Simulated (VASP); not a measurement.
# Mg3CdTe2: relaxation of cell and atoms with PBE

The system is Mg3CdTe2.

```
Mg Cd Te
1.0
     6.47320    0.00000    0.00000
    -3.23660    5.60595    0.00000
     0.00000    0.00000    3.94165
Mg Cd Te
3 1 2
Cartesian
  3.2366 0.0000 1.9708
  1.6183 2.8030 1.9708
  -1.6183 2.8030 1.9708
  0.0000 0.0000 0.0000
  0.0000 3.7373 0.0000
  3.2366 1.8687 0.0000
```

| Item | Value |
| --- | --- |
| Program | VASP 6.6.1 |
| Task | relaxation of cell and atoms |
| Functional | PBE |
| Potentials or basis | VASP PAW PBE potentials, release 64 (Mg, Cd, Te) |
| Cutoff | 600 eV |
| k mesh | 3 × 3 × 4 |
| Occupations | gaussian, width 0.1 eV |
| Spin | no spin polarisation |
| Dipole correction | no |
| Further INCAR settings | ALGO = Fast; EDIFF = 1e-06; IBRION = 2; EDIFFG = -0.04; NSW = 90; ISIF = 3 |

| Quantity | Value |
| --- | --- |
| Relaxed volume | 31.55 Å³/atom |
| Relaxed cell | a = 7.206 Å, b = 7.206 Å, c = 4.210 Å, α = 90.00°, β = 90.00°, γ = 120.00° |
| Space group after relaxing (to 0.05 Å) | P6/mmm (No. 191) |
| Energy gained by relaxing | 229.9 meV/atom |
| Ionic steps | 7 |
| Pressure after relaxing | 0.0 GPa |
| Band gap on the k mesh | zero (band 15 reaches 4.11 eV, above the bottom of band 16 at 2.26 eV) |

Step by step:
```csv
step,energy change (eV),largest force (eV/Å),pressure (GPa),volume (Å³)
1,0.0000,0.0000,12.69,143.04
2,-1.3276,0.0000,-0.19,185.75
3,-1.3292,0.0000,0.13,183.59
4,-1.3559,0.0000,0.22,184.65
5,-1.3763,0.0000,0.32,186.34
6,-1.3769,0.0000,0.33,186.66
7,-1.3793,0.0000,-0.03,189.29
```

Final structure:
```yaml
crystal:
  lattice:
    - [7.20550, 0.00000, 0.00000]
    - [-3.60275, 6.24015, 0.00000]
    - [0.00000, 0.00000, 4.20984]
  atoms:
    - { symbol: Mg, position: [0.50000, 0.00000, 0.50000] }
    - { symbol: Mg, position: [0.50000, 0.50000, 0.50000] }
    - { symbol: Mg, position: [0.00000, 0.50000, 0.50000] }
    - { symbol: Cd, position: [0.00000, 0.00000, 0.00000] }
    - { symbol: Te, position: [0.33333, 0.66667, 0.00000] }
    - { symbol: Te, position: [0.66667, 0.33333, 0.00000] }
```

Levels at points of the mesh, in eV from the Fermi level:
| k point | band 12 | band 13 | band 14 | band 15 | band 16 | band 17 | band 18 | band 19 |
| --- | --- | --- | --- | --- | --- | --- | --- | --- |
| (0.00, 0.00, 0.00) | -3.55 | -3.16 | -2.44 | -0.45 | 0.93 | 0.93 | 1.48 | 3.26 |
| (0.00, 0.00, 0.50) | -2.65 | -2.65 | -2.08 | -1.03 | -1.03 | -0.06 | 0.34 | 0.34 |

It took 3.5 min on 1 thread of AMD EPYC 7R43 64-Core Processor (Zen 3), with other jobs on the host, peak memory 0.3 GiB.

Caveat: the k points lie up to 0.37 Å⁻¹ apart in the final cell; the volume moved by over 15 % at a fixed basis, so the end points are rough; spin-orbit coupling is left out, which moves the levels of the heavy elements.
